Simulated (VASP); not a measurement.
# MnS (Fm-3m) in VASP: a series of runs

Aim: see how the results for MnS move with the level of theory and the settings. Levels: PBE, r2SCAN. Tasks: single point.

All numbers are computed with VASP 6.6.1; they aren't measurements. Logs are shortened: lines on timing, memory, paths and dates and some standing lists are left out, and cuts for length are marked.

## Step 1: The cell of the first run

The structure is cubic, space group Fm-3m (No. 225). The conventional cell has a = 5.209 Å, b = 5.209 Å, c = 5.209 Å, α = 90.00°, β = 90.00°, γ = 90.00°. Mn (site symmetry m-3m) has 6 S at 2.60 Å within 3.4 Å. S (site symmetry m-3m) has 6 Mn at 2.60 Å within 3.4 Å.

## Step 2: Single point, PBE

Input file INCAR:

```
SYSTEM = MnS
  PREC = Accurate
  ENCUT = 520
  EDIFF = 1E-7
  ISMEAR = -1
  SIGMA = 0.05
  LREAL = .FALSE.
  LASPH = .TRUE.
  NELM = 80
  ALGO = Normal
  ISIF = 2
  LWAVE = .FALSE.
  LCHARG = .FALSE.
  GGA = PE
  NBANDS = 27
```

Input file KPOINTS:

```
regular mesh
0
G
  4 8 8
  0 0 0
```

Input file POSCAR:

```
MnS
1.0
    0.0000000000      5.2090000000      5.2090000000
    2.6045000000      0.0000000000      2.6045000000
    2.6045000000      2.6045000000      0.0000000000
Mn S
2 2
Direct
    0.0000000000      0.0000000000      0.0000000000
    0.5000000000      0.0000000000      0.0000000000
    0.2500000000      0.5000000000      0.5000000000
    0.7500000000      0.5000000000      0.5000000000
```

Potentials or basis: VASP PAW PBE potentials, release 64 (Mn_pv, S).

On the command line:

```console
cat potpaw_PBE.64/Mn_pv/POTCAR potpaw_PBE.64/S/POTCAR > POTCAR
mpirun -np 1 vasp_std > vasp.out
```

OUTCAR:

```text
SYSTEM = MnS
   PREC = Accurate
   ENCUT = 520
   EDIFF = 1E-7
   ISMEAR = -1
   LREAL = .FALSE.
   LASPH = .TRUE.
   NELM = 80
   ISIF = 2
   GGA = PE

 ion  position               nearest neighbor table
   1  0.000  0.000  0.000-   4 2.60   3 2.60   4 2.60   3 2.60   4 2.60   3 2.60
   2  0.500  0.000  0.000-   3 2.60   3 2.60   4 2.60   3 2.60   4 2.60   4 2.60
   3  0.250  0.500  0.500-   1 2.60   1 2.60   2 2.60   1 2.60   2 2.60   2 2.60
   4  0.750  0.500  0.500-   2 2.60   1 2.60   2 2.60   1 2.60   2 2.60   1 2.60

  LATTYP: Found a trigonal (rhomboedric) cell.
 ALAT       =     6.3796960351
 COS(alpha) =     0.8333333333

  Lattice vectors:

 A1 = (   2.6045000000,  -2.6045000000,  -5.2090000000)
 A2 = (   5.2090000000,  -2.6045000000,  -2.6045000000)
 A3 = (   2.6045000000,  -5.2090000000,  -2.6045000000)

Analysis of symmetry for initial positions (statically):
=====================================================================
 Subroutine PRICEL returns following result:

  LATTYP: Found a face centered cubic cell.
 ALAT       =     5.2090000000

  Lattice vectors:

 A1 = (   0.0000000000,   2.6045000000,   2.6045000000)
 A2 = (   2.6045000000,   0.0000000000,   2.6045000000)
 A3 = (   2.6045000000,   2.6045000000,   0.0000000000)

   2 primitive cells build up your supercell.

 Routine SETGRP: Setting up the symmetry group for a
 trigonal (rhombohedral) supercell.

 Subroutine GETGRP returns: Found 12 space group operations
 (whereof 12 operations were pure point group operations)
 out of a pool of 12 trial point group operations.

The static configuration has the point symmetry D_3d.

Analysis of symmetry for dynamics (positions and initial velocities):
=====================================================================
 Subroutine PRICEL returns following result:

  LATTYP: Found a face centered cubic cell.
 ALAT       =     5.2090000000

  Lattice vectors:

 A1 = (   0.0000000000,   2.6045000000,   2.6045000000)
 A2 = (   2.6045000000,   0.0000000000,   2.6045000000)
 A3 = (   2.6045000000,   2.6045000000,   0.0000000000)

   2 primitive cells build up your supercell.

 Routine SETGRP: Setting up the symmetry group for a
 trigonal (rhombohedral) supercell.

 Subroutine GETGRP returns: Found 12 space group operations
 (whereof 12 operations were pure point group operations)
 out of a pool of 12 trial point group operations.

The dynamic configuration has the point symmetry D_3d.

 Subroutine INISYM returns: Found 12 space group operations
 (whereof 12 operations are pure point group operations),
 and found     2 'primitive' translations

----------------------------------------------------------------------------------------

                                     Primitive cell

  volume of cell :      35.3348

  direct lattice vectors                    reciprocal lattice vectors
     0.000000000  2.604500000  2.604500000    -0.191975427  0.191975427  0.191975427
     2.604500000  0.000000000  2.604500000     0.191975427 -0.191975427  0.191975427
     2.604500000  2.604500000  0.000000000     0.191975427  0.191975427 -0.191975427

  length of vectors
     3.683319223  3.683319223  3.683319223     0.332511194  0.332511194  0.332511194

  position of ions in fractional coordinates (direct lattice)
     0.000000000  0.000000000  0.000000000
     0.500000000  0.500000000  0.500000000

  ion indices of the primitive-cell ions
   primitive index   ion index
                 1           1
                 2           3

----------------------------------------------------------------------------------------

 KPOINTS: regular mesh

Automatic generation of k-mesh.
 Grid dimensions read from file:
 generate k-points for:    4    8    8

 Generating k-lattice:

  Cartesian coordinates                     Fractional coordinates (reciprocal lattice)
    -0.023996928  0.023996928  0.023996928     0.250000000  0.000000000  0.000000000
     0.023996928 -0.023996928  0.023996928     0.000000000  0.125000000  0.000000000
     0.023996928  0.023996928 -0.023996928     0.000000000  0.000000000  0.125000000

  Length of vectors
     0.041563899  0.041563899  0.041563899

  Shift w.r.t. Gamma in fractional coordinates (k-lattice)
     0.000000000  0.000000000  0.000000000

 -----------------------------------------------------------------------------
|                                                                             |
|           W    W    AA    RRRRR   N    N  II  N    N   GGGG   !!!           |
|           W    W   A  A   R    R  NN   N  II  NN   N  G    G  !!!           |
|           W    W  A    A  R    R  N N  N  II  N N  N  G       !!!           |
|           W WW W  AAAAAA  RRRRR   N  N N  II  N  N N  G  GGG   !            |
|           WW  WW  A    A  R   R   N   NN  II  N   NN  G    G                |
|           W    W  A    A  R    R  N    N  II  N    N   GGGG   !!!           |
|                                                                             |
|     Your reciprocal lattice and k-lattice belong to different lattice       |
|     classes:                                                                |
|                                                                             |
|        The reciprocal lattice is rhombohedral (trigonal),                   |
|        whereas your k-lattice is body-centered cubic.                       |
|                                                                             |
|     Results are often still useful ...                                      |
|                                                                             |
 -----------------------------------------------------------------------------

 Subroutine IBZKPT returns following result:
 ===========================================

 Found     35 irreducible k-points:

 Following reciprocal coordinates:
            Coordinates               Weight
  0.000000  0.000000  0.000000      1.000000
  0.250000  0.000000  0.000000      2.000000
  0.500000  0.000000  0.000000      1.000000
  0.000000  0.125000  0.000000      6.000000
  0.250000  0.125000  0.000000      6.000000
  0.500000  0.125000  0.000000      6.000000
[... 16 lines left out ...]
  0.250000  0.375000  0.125000     12.000000
  0.500000  0.375000  0.125000     12.000000
 [... further k-points ...]
   k-points           NKPTS =     35   k-points in BZ     NKDIM =     35   number of bands    NBANDS=     27
   number of dos      NEDOS =    301   number of ions     NIONS =      4
   total plane-waves  NPLWV =  43904
   dimension x,y,z NGX =    56 NGY =   28 NGZ =   28
   dimension x,y,z NGXF=   112 NGYF=   56 NGZF=   56
   ions per type =               2   2
   NGX,Y,Z   is equivalent  to a cutoff of  12.64, 12.64, 12.64 a.u.
   NGXF,Y,Z  is equivalent  to a cutoff of  25.28, 25.28, 25.28 a.u.
 SYSTEM =  MnS
   PREC   = accura    normal or accurate (medium, high low for compatibility)
   ISTART =      0    job   : 0-new  1-cont  2-samecut
   ICHARG =      2    charge: 1-file 2-atom 10-const
   ISPIN  =      1    spin polarized calculation?
   LNONCOLLINEAR =      F non collinear calculations
   LSORBIT =      F    spin-orbit coupling
   LASPH  =      T    aspherical Exc in radial PAW
   ENCUT  =  520.0 eV  38.22 Ry    6.18 a.u.  13.70  6.85  6.85*2*pi/ulx,y,z
   NELM   =     80;   NELMIN=  2; NELMDL= -5     # of ELM steps
   EDIFF  = 0.1E-06   stopping-criterion for ELM
   LREAL  =      F    real-space projection
   EDIFFG = 0.1E-05   stopping-criterion for IOM
   NSW    =      0    number of steps for IOM
   IBRION =     -1    ionic relax: 0-MD 1-quasi-New 2-CG
   NFREE  =      0    steps in history (QN), initial steepest desc. (CG)
   ISIF   =      2    stress and relaxation
   ISYM   =      2    0-nonsym 1-usesym 2-fastsym
   POTIM  = 0.5000    time-step for ionic-motion
   TEBEG  =    0.0;   TEEND  =   0.0 temperature during run
   PSTRESS=    0.0 pullay stress
   NELECT =      38.0000    total number of electrons
   NUPDOWN=      -1.0000    fix difference up-down
   EMIN   =  10.00;   EMAX   =-10.00  energy-range for DOS
   EFERMI =   0.00;   METHOD = LEGACY
   ISMEAR =    -1;   SIGMA  =   0.05  broadening in eV -4-tet -1-fermi 0-gaus
   EFERMI_NEDOS =   21; number of points for ismear=-14 and -15
   IALGO  =     38    algorithm
   IMIX   =      4    mixing-type and parameters
     AMIX     =   0.40;   BMIX     =  1.00
     AMIX_MAG =   1.60;   BMIX_MAG =  1.00
  volume/ion in A,a.u.               =      17.67       119.23
  Fermi-wavevector in a.u.,A,eV,Ry     =   1.331246  2.515690 24.112464  1.772216
  Thomas-Fermi vector in A             =   2.460272
   LORBIT       =      0    0 simple, 1 ext, 2 COOP (PROOUT), +10 PAW based schemes
   GGA     = PE    functional components
   LHFCALC =     F    Hartree Fock is set to
   AEXX    =    0.0000 exact exchange contribution
   IVDW    =     0    specifies the selected vdW correction
   LEPSILON=     F    determine dielectric tensor
   LRPA    =     F    only Hartree local field effects (RPA)
 non-spin polarized calculation
  energy-cutoff  :      520.00
  volume of cell :       70.67
 maximum number of plane-waves:      1918
 NGX is ok and might be reduce to    56
   NGX = 27   NGY = 13   NGZ = 13

 number of electron      37.9999974 magnetization

 Free energy of the ion-electron system (eV)
  ---------------------------------------------------
  ext. energy  EPLUGINS =         0.00000000
  ---------------------------------------------------
  free energy    TOTEN  =       -23.86373595 eV

  energy without entropy =      -23.70255502  energy(sigma->0) =      -23.78314548

 E-fermi :   6.0358     XC(G=0): -10.7286

 val. band max:        6.0009562333   @ k =  -0.2500   0.1250   0.0000
 cond. band min:       6.0386469194   @ k =   0.2500   0.5000   0.1250
 fundamental gap:      0.0376906860
 Fermi energy:         6.0357669812

 k-point     1 :       0.0000    0.0000    0.0000
  band No.  band energies     occupation
      1     -41.7629      2.00000
      2     -41.7549      2.00000
      3     -41.7548      2.00000
      4     -41.7535      2.00000
      5     -41.7535      2.00000
      6     -41.7535      2.00000
[... 19 lines left out ...]
     26       9.6137      0.00000
     27      12.3409      0.00000
[... 667 lines left out ...]
      5     -41.7559      2.00000
      6     -41.7548      2.00000
[... 19 lines left out ...]
     26      11.4650      0.00000
     27      12.4111      0.00000

 [... further k-points ...]

------------------------ aborting loop because EDIFF is reached ----------------------------------------

  FORCE on cell =-STRESS in cart. coord.  units (eV):
  Direction    XX          YY          ZZ          XY          YZ          ZX
  --------------------------------------------------------------------------------------
  -------------------------------------------------------------------------------------
  Total      -10.3220650    -10.3220650    -10.3220650     -0.0001377      0.0001377     -0.0001377
  in kB     -234.0152143   -234.0152143   -234.0152143     -0.0031226      0.0031226     -0.0031226
  external PRESSURE =    -234.0152143 kB  Pullay stress =       0.0000000 kB

 VOLUME and BASIS-vectors are now :
 -----------------------------------------------------------------------------
  energy-cutoff  :      520.00
  volume of cell :       70.67
      direct lattice vectors                 reciprocal lattice vectors
     0.000000000  5.209000000  5.209000000    -0.095987714  0.095987714  0.095987714
     2.604500000  0.000000000  2.604500000     0.191975427 -0.191975427  0.191975427
     2.604500000  2.604500000  0.000000000     0.191975427  0.191975427 -0.191975427

 POSITION                                       TOTAL-FORCE (eV/Angst)
 -----------------------------------------------------------------------------------
      0.00000      0.00000      0.00000        -0.000000     -0.000000     -0.000000
      0.00000      2.60450      2.60450         0.000000      0.000000      0.000000
      2.60450      2.60450      2.60450         0.000000      0.000000      0.000000
      2.60450      5.20900      5.20900         0.000000     -0.000000     -0.000000
 -----------------------------------------------------------------------------------
    total drift:                                0.000000      0.000000     -0.000000

  FREE ENERGIE OF THE ION-ELECTRON SYSTEM (eV)
  ---------------------------------------------------
  free  energy   TOTEN  =       -23.8637359508 eV

  energy  without entropy=      -23.7025550177  energy(sigma->0) =      -23.78314548
```

It took 1.7 min on 1 thread of Oxide Virtual Turin-like, shared host; peak memory 0.18 GiB.

Results:

* Free energy: -23.8637 eV
* Pressure: -23.4 GPa
* Band gap on the k mesh: zero (bands 19 and 20 overlap by 0.44 eV)

Caveat: the cell stands under tension; the run has no spin polarisation, though such a crystal can be magnetic; semilocal functionals often make such compounds metallic where correlation or magnetic order opens a gap, which also shifts bond lengths. With open d or f shells a metallic result of PBE can be an artefact of self-interaction; +U or a hybrid may open a gap.

## Step 3: Single point, r2SCAN

POSCAR is that of step 2.

Input file INCAR.step1:

```
SYSTEM = MnS
PREC     = Accurate       ! precision mode
ENCUT    = 520            ! plane-wave cutoff, eV
ISMEAR   = -1             ! smearing method
SIGMA    = 0.05           ! smearing width, eV
LREAL    = .FALSE.        ! projectors in reciprocal space
LASPH    = .TRUE.         ! aspherical terms in the spheres
NELM     = 100            ! most SCF steps
NBANDS   = 27             ! bands
GGA      = PE             ! functional
ALGO     = Normal         ! electronic algorithm
EDIFF    = 1E-4           ! SCF threshold, eV
LWAVE    = .TRUE.         ! write WAVECAR
LCHARG   = .FALSE.        ! write CHGCAR
```

Input file INCAR.step2:

```
SYSTEM = MnS
PREC     = Accurate       ! precision mode
ENCUT    = 520            ! plane-wave cutoff, eV
EDIFF    = 1E-7           ! SCF threshold, eV
ISMEAR   = -1             ! smearing method
SIGMA    = 0.05           ! smearing width, eV
LREAL    = .FALSE.        ! projectors in reciprocal space
LASPH    = .TRUE.         ! aspherical terms in the spheres
NELM     = 100            ! most SCF steps
ALGO     = Normal         ! electronic algorithm
ISIF     = 2              ! what is computed and relaxed
LWAVE    = .FALSE.        ! write WAVECAR
LCHARG   = .FALSE.        ! write CHGCAR
METAGGA  = R2SCAN         ! meta-GGA
LMIXTAU  = .TRUE.       
NBANDS   = 27             ! bands
ISTART   = 1
```

KPOINTS is that of step 2.

Potentials or basis: VASP PAW PBE potentials, release 64 (Mn_pv, S).

On the command line:

```console
cat potpaw_PBE.64/Mn_pv/POTCAR potpaw_PBE.64/S/POTCAR > POTCAR
cp INCAR.step1 INCAR
mpirun -np 1 vasp_std > vasp.out
cp INCAR.step2 INCAR
mpirun -np 1 vasp_std > vasp.out
```

Run time: 8.1 min. Hardware: 1 thread of Oxide Virtual Turin-like, shared host; peak memory 0.2 GiB.

The run converged. Its results:

```yaml
Free_energy: -42.8199 eV
Pressure: -21.6 GPa
Band_gap_on_the_k_mesh: zero (bands 19 and 20 overlap by 0.39 eV)
```

Levels at points of the mesh, in eV from the Fermi level:
| k point | band 16 | band 17 | band 18 | band 19 | band 20 | band 21 | band 22 | band 23 |
| --- | --- | --- | --- | --- | --- | --- | --- | --- |
| (0.00, 0.00, 0.00) | -0.90 | -0.90 | -0.17 | -0.17 | -0.14 | -0.14 | 0.05 | 2.68 |
| (0.50, 0.00, 0.00) | -0.51 | -0.51 | -0.51 | -0.35 | -0.35 | 1.45 | 1.45 | 1.45 |
| (0.00, 0.50, 0.00) | -0.17 | -0.17 | -0.05 | -0.05 | 0.05 | 0.22 | 1.07 | 2.64 |
| (0.50, 0.50, 0.00) | -0.70 | -0.10 | -0.10 | 0.00 | 0.00 | 1.22 | 1.22 | 1.52 |

Caveat: the cell stands under tension; the PAW data sets were made with another functional, which shifts forces and pressure a little; the run has no spin polarisation, though such a crystal can be magnetic; semilocal functionals often make such compounds metallic where correlation or magnetic order opens a gap, which also shifts bond lengths.
